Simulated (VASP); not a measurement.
# WS2 in VASP: single point with LDA

Aim: the single point of WS2 with LDA.

Everything below comes from runs of VASP 6.6.1. Logs are shortened: lines on timing, memory, paths and dates and some standing lists are left out, and cuts for length are marked.

### 1 The cell of the first run

The cell holds a slab with vacuum, 3 atoms: a = 3.184 Å, b = 3.184 Å, c = 16.951 Å, α = 90.00°, β = 90.00°, γ = 120.00°.

### 2 Single point, LDA

The input, INCAR:

```
PREC = Accurate
ENCUT = 500
EDIFF = 1E-6
ISMEAR = 1
SIGMA = 0.1
LREAL = False
LASPH = True
NELM = 120
ALGO = Normal
ISIF = 2
LWAVE = False
LCHARG = False
NBANDS = 20
GGA_COMPAT = False
```

The input, KPOINTS:

```
Automatic mesh
0
Gamma
  10 10 2
```

The input, POSCAR:

```
WS2
1.0
    3.1835160000      0.0000000000      0.0000000000
   -1.5917580000      2.7570060000      0.0000000000
    0.0000000000      0.0000000000     16.9505780000
W S
1 2
Direct
    0.3333333333      0.6666666667      0.0000000000
    0.6666666667      0.3333333333      0.9079990000
    0.6666666667      0.3333333333      0.0920010000
```

Potentials or basis: VASP PAW LDA potentials, release 64 (W_sv, S).

Run with:

```
$ cat potpaw_LDA.64/W_sv/POTCAR potpaw_LDA.64/S/POTCAR > POTCAR
$ mpirun -np 1 vasp_std > vasp.out
```

OUTCAR:

```text
PREC = Accurate
   ENCUT = 500
   EDIFF = 1E-6
   ISMEAR = 1
   LREAL = False
   LASPH = True
   NELM = 120
   ISIF = 2

 ion  position               nearest neighbor table
   1  0.333  0.667  0.000-   2 2.41   3 2.41   2 2.41   3 2.41   2 2.41   3 2.41
   2  0.667  0.333  0.908-   1 2.41   1 2.41   1 2.41
   3  0.667  0.333  0.092-   1 2.41   1 2.41   1 2.41

  LATTYP: Found a hexagonal cell.
 ALAT       =     3.1835160000
 C/A-ratio  =     5.3244833700

  Lattice vectors:

 A1 = (   3.1835160000,   0.0000000000,   0.0000000000)
 A2 = (  -1.5917580000,   2.7570060000,   0.0000000000)
 A3 = (   0.0000000000,   0.0000000000,  16.9505780000)

Analysis of symmetry for initial positions (statically):
=====================================================================
 Subroutine PRICEL returns:
 Original cell was already a primitive cell.

 Routine SETGRP: Setting up the symmetry group for a
 hexagonal supercell.

 Subroutine GETGRP returns: Found 12 space group operations
 (whereof 12 operations were pure point group operations)
 out of a pool of 24 trial point group operations.

The static configuration has the point symmetry D_3h.

Analysis of symmetry for dynamics (positions and initial velocities):
=====================================================================
 Subroutine PRICEL returns:
 Original cell was already a primitive cell.

 Routine SETGRP: Setting up the symmetry group for a
 hexagonal supercell.

 Subroutine GETGRP returns: Found 12 space group operations
 (whereof 12 operations were pure point group operations)
 out of a pool of 24 trial point group operations.

The dynamic configuration has the point symmetry D_3h.

 Subroutine INISYM returns: Found 12 space group operations
 (whereof 12 operations are pure point group operations),
 and found     1 'primitive' translations

----------------------------------------------------------------------------------------

                                     Primitive cell

  volume of cell :     148.7748

  direct lattice vectors                    reciprocal lattice vectors
     3.183516000  0.000000000  0.000000000     0.314118101  0.181356152  0.000000000
    -1.591758000  2.757006000  0.000000000     0.000000000  0.362712305  0.000000000
     0.000000000  0.000000000 16.950578000     0.000000000  0.000000000  0.058995038

  length of vectors
     3.183516000  3.183516234 16.950578000     0.362712331  0.362712305  0.058995038

  position of ions in fractional coordinates (direct lattice)
     0.333333333  0.666666667  0.000000000
     0.666666667  0.333333333  0.907999000
     0.666666667  0.333333333  0.092001000

  ion indices of the primitive-cell ions
   primitive index   ion index
                 1           1
                 2           2
                 3           3

----------------------------------------------------------------------------------------

 KPOINTS: Automatic mesh

Automatic generation of k-mesh.
 Grid dimensions read from file:
 generate k-points for:   10   10    2

 Generating k-lattice:

  Cartesian coordinates                     Fractional coordinates (reciprocal lattice)
     0.031411810  0.018135615  0.000000000     0.100000000  0.000000000  0.000000000
     0.000000000  0.036271230  0.000000000     0.000000000  0.100000000  0.000000000
     0.000000000  0.000000000  0.029497519     0.000000000  0.000000000  0.500000000

  Length of vectors
     0.036271233  0.036271230  0.029497519

  Shift w.r.t. Gamma in fractional coordinates (k-lattice)
     0.000000000  0.000000000  0.000000000

 Subroutine IBZKPT returns following result:
 ===========================================

 Found     28 irreducible k-points:

 Following reciprocal coordinates:
            Coordinates               Weight
  0.000000  0.000000  0.000000      1.000000
  0.100000  0.000000  0.000000      6.000000
  0.200000  0.000000  0.000000      6.000000
  0.300000  0.000000  0.000000      6.000000
  0.400000 -0.000000  0.000000      6.000000
  0.500000  0.000000  0.000000      3.000000
[... 16 lines left out ...]
  0.300000  0.100000  0.500000     12.000000
  0.400000  0.100000  0.500000     12.000000
 [... further k-points ...]
   k-points           NKPTS =     28   k-points in BZ     NKDIM =     28   number of bands    NBANDS=     20
   number of dos      NEDOS =    301   number of ions     NIONS =      3
   total plane-waves  NPLWV =  72576
   dimension x,y,z NGX =    24 NGY =   24 NGZ =  126
   dimension x,y,z NGXF=    48 NGYF=   48 NGZF=  252
   ions per type =               1   2
   NGX,Y,Z   is equivalent  to a cutoff of  12.53, 12.53, 12.36 a.u.
   NGXF,Y,Z  is equivalent  to a cutoff of  25.07, 25.07, 24.72 a.u.
 SYSTEM =  unknown system
   PREC   = accura    normal or accurate (medium, high low for compatibility)
   ISTART =      0    job   : 0-new  1-cont  2-samecut
   ICHARG =      2    charge: 1-file 2-atom 10-const
   ISPIN  =      1    spin polarized calculation?
   LNONCOLLINEAR =      F non collinear calculations
   LSORBIT =      F    spin-orbit coupling
   LASPH  =      T    aspherical Exc in radial PAW
   ENCUT  =  500.0 eV  36.75 Ry    6.06 a.u.   5.80  5.80 30.90*2*pi/ulx,y,z
   NELM   =    120;   NELMIN=  2; NELMDL= -5     # of ELM steps
   EDIFF  = 0.1E-05   stopping-criterion for ELM
   LREAL  =      F    real-space projection
   EDIFFG = 0.1E-04   stopping-criterion for IOM
   NSW    =      0    number of steps for IOM
   IBRION =     -1    ionic relax: 0-MD 1-quasi-New 2-CG
   NFREE  =      0    steps in history (QN), initial steepest desc. (CG)
   ISIF   =      2    stress and relaxation
   ISYM   =      2    0-nonsym 1-usesym 2-fastsym
   POTIM  = 0.5000    time-step for ionic-motion
   TEBEG  =    0.0;   TEEND  =   0.0 temperature during run
   PSTRESS=    0.0 pullay stress
   NELECT =      26.0000    total number of electrons
   NUPDOWN=      -1.0000    fix difference up-down
   EMIN   =  10.00;   EMAX   =-10.00  energy-range for DOS
   EFERMI =   0.00;   METHOD = LEGACY
   ISMEAR =     1;   SIGMA  =   0.10  broadening in eV -4-tet -1-fermi 0-gaus
   EFERMI_NEDOS =   21; number of points for ismear=-14 and -15
   IALGO  =     38    algorithm
   IMIX   =      4    mixing-type and parameters
     AMIX     =   0.40;   BMIX     =  1.00
     AMIX_MAG =   1.60;   BMIX_MAG =  1.00
  volume/ion in A,a.u.               =      49.59       334.66
  Fermi-wavevector in a.u.,A,eV,Ry     =   0.915285  1.729637 11.398227  0.837746
  Thomas-Fermi vector in A             =   2.040009
   LORBIT       =      0    0 simple, 1 ext, 2 COOP (PROOUT), +10 PAW based schemes
   GGA     = CA    functional components
   LHFCALC =     F    Hartree Fock is set to
   AEXX    =    0.0000 exact exchange contribution
   IVDW    =     0    specifies the selected vdW correction
   LEPSILON=     F    determine dielectric tensor
   LRPA    =     F    only Hartree local field effects (RPA)
 non-spin polarized calculation
 Methfessel and Paxton  Order N= 1 SIGMA  =   0.10
  energy-cutoff  :      500.00
  volume of cell :      148.77
 maximum number of plane-waves:      3804
 NGX is ok and might be reduce to    24
   NGX = 11   NGY = 11   NGZ = 61

 number of electron      25.9999999 magnetization

 Free energy of the ion-electron system (eV)
  ---------------------------------------------------
  ext. energy  EPLUGINS =         0.00000000
  ---------------------------------------------------
  free energy    TOTEN  =       -26.11601834 eV

  energy without entropy =      -26.11689288  energy(sigma->0) =      -26.11630985

 E-fermi :  -1.4266     XC(G=0):  -4.6382

 val. band max:       -1.4517254434   @ k =   0.0000   0.0000   0.5000
 cond. band min:       0.5382930538   @ k =   0.3000   0.3000   0.5000
 fundamental gap:      1.9900184971
 Fermi energy:        -1.4265529466

 k-point     1 :       0.0000    0.0000    0.0000
  band No.  band energies     occupation
      1     -74.9851      2.00000
      2     -39.4940      2.00000
      3     -39.3332      2.00000
      4     -39.3332      2.00000
      5     -16.1072      2.00000
      6     -14.4266      2.00000
[... 12 lines left out ...]
     19       4.2667      0.00000
     20       4.2744      0.00000

 k-point     2 :       0.1000    0.0000    0.0000
  band No.  band energies     occupation
      1     -74.9834      2.00000
      2     -39.4880      2.00000
      3     -39.3665      2.00000
      4     -39.3410      2.00000
      5     -15.9418      2.00000
      6     -14.3679      2.00000
[... 12 lines left out ...]
     19       4.4606      0.00000
     20       4.7375      0.00000

 k-point     3 :       0.2000    0.0000    0.0000
  band No.  band energies     occupation
      1     -74.9791      2.00000
      2     -39.4724      2.00000
      3     -39.4525      2.00000
      4     -39.3611      2.00000
      5     -15.4823      2.00000
      6     -14.2059      2.00000
[... 12 lines left out ...]
     19       5.0012      0.00000
     20       5.7540      0.00000

 k-point     4 :       0.3000    0.0000    0.0000
  band No.  band energies     occupation
      1     -74.9738      2.00000
      2     -39.5572      2.00000
      3     -39.4530      2.00000
      4     -39.3859      2.00000
      5     -14.8424      2.00000
      6     -13.9851      2.00000
[... 12 lines left out ...]
     19       5.7160      0.00000
     20       6.0039      0.00000

 k-point     5 :       0.4000   -0.0000    0.0000
  band No.  band energies     occupation
      1     -74.9694      2.00000
      2     -39.6405      2.00000
      3     -39.4372      2.00000
      4     -39.4059      2.00000
      5     -14.2333      2.00000
      6     -13.7853      2.00000
[... 12 lines left out ...]
     19       6.0681      0.00000
     20       6.1580      0.00000
[... 353 lines left out ...]
      6     -14.2572      2.00000
[... 12 lines left out ...]
     19       4.6676      0.00000
     20       5.9950      0.00000

 k-point    22 :       0.2000    0.1000    0.5000
  band No.  band energies     occupation
      1     -74.9756      2.00000
      2     -39.5132      2.00000
      3     -39.4597      2.00000
      4     -39.3856      2.00000
      5     -15.0755      2.00000
      6     -14.0626      2.00000
[... 12 lines left out ...]
     19       5.3649      0.00000
     20       6.6415      0.00000

 k-point    23 :       0.3000    0.1000    0.5000
  band No.  band energies     occupation
      1     -74.9708      2.00000
      2     -39.6010      2.00000
      3     -39.4421      2.00000
      4     -39.4140      2.00000
      5     -14.4378      2.00000
      6     -13.8441      2.00000
[... 12 lines left out ...]
     19       6.1379      0.00000
     20       6.1736      0.00000

 k-point    24 :       0.4000    0.1000    0.5000
  band No.  band energies     occupation
      1     -74.9678      2.00000
      2     -39.6546      2.00000
      3     -39.4316      2.00000
      4     -39.4312      2.00000
      5     -13.9775      2.00000
      6     -13.6933      2.00000
[... 12 lines left out ...]
     19       6.7119      0.00000
     20       6.7709      0.00000

 [... further k-points ...]
[... 5 lines left out ...]
  --------------------------------------------------------------------------------------
  -------------------------------------------------------------------------------------
  Total       -2.1357772     -2.1357776     -1.1652765      0.0000000      0.0000000      0.0000000
  in kB      -23.0004998    -23.0005043    -12.5490349      0.0000000      0.0000000      0.0000000
  external PRESSURE =     -19.5166797 kB  Pullay stress =       0.0000000 kB

 VOLUME and BASIS-vectors are now :
 -----------------------------------------------------------------------------
  energy-cutoff  :      500.00
  volume of cell :      148.77
      direct lattice vectors                 reciprocal lattice vectors
     3.183516000  0.000000000  0.000000000     0.314118101  0.181356152  0.000000000
    -1.591758000  2.757006000  0.000000000     0.000000000  0.362712305  0.000000000
     0.000000000  0.000000000 16.950578000     0.000000000  0.000000000  0.058995038

 POSITION                                       TOTAL-FORCE (eV/Angst)
 -----------------------------------------------------------------------------------
     -0.00000      1.83800      0.00000         0.000000      0.000000      0.000000
      1.59176      0.91900     15.39111         0.000000     -0.000000      0.363234
      1.59176      0.91900      1.55947        -0.000000     -0.000000     -0.363234
 -----------------------------------------------------------------------------------
    total drift:                               -0.000000      0.000003      0.000000

  FREE ENERGIE OF THE ION-ELECTRON SYSTEM (eV)
  ---------------------------------------------------
  free  energy   TOTEN  =       -26.1160183359 eV

  energy  without entropy=      -26.1168928837  energy(sigma->0) =      -26.11630985
```

It took 2.8 min on 1 thread of Intel Xeon 8259CL, shared host; peak memory 0.24 GiB.

What came out:

```
Free energy            : -26.1160 eV
Largest force          : 0.363 eV/Å
Band gap on the k mesh : 1.99 eV, indirect (least direct gap 2.15 eV)
```

Forces in eV/Å, atoms in the order of the input:
```
W    0.000  0.000  0.000
S    0.000  0.000  0.363
S    0.000  0.000 -0.363
```

Levels at points of the mesh, in eV from the valence-band top:
| k point | band 9 | band 10 | band 11 | band 12 | band 13 | band 14 | band 15 | band 16 | band 17 | band 18 |
| --- | --- | --- | --- | --- | --- | --- | --- | --- | --- | --- |
| (0.00, 0.00, 0.00) | -2.87 | -2.03 | -1.62 | -1.62 | 0.00 | 2.90 | 2.90 | 3.11 | 3.11 | 5.03 |
| (0.50, 0.00, 0.00) | -4.38 | -3.41 | -2.04 | -1.22 | -0.87 | 2.82 | 3.29 | 4.04 | 4.78 | 5.08 |
| (0.00, 0.00, 0.50) | -2.87 | -2.03 | -1.62 | -1.62 | 0.00 | 2.90 | 2.90 | 3.11 | 3.11 | 5.05 |
| (0.50, 0.00, 0.50) | -4.38 | -3.41 | -2.04 | -1.22 | -0.87 | 2.82 | 3.29 | 4.04 | 4.78 | 5.08 |

Caveat: spin-orbit coupling is left out, which moves the levels of the heavy elements.
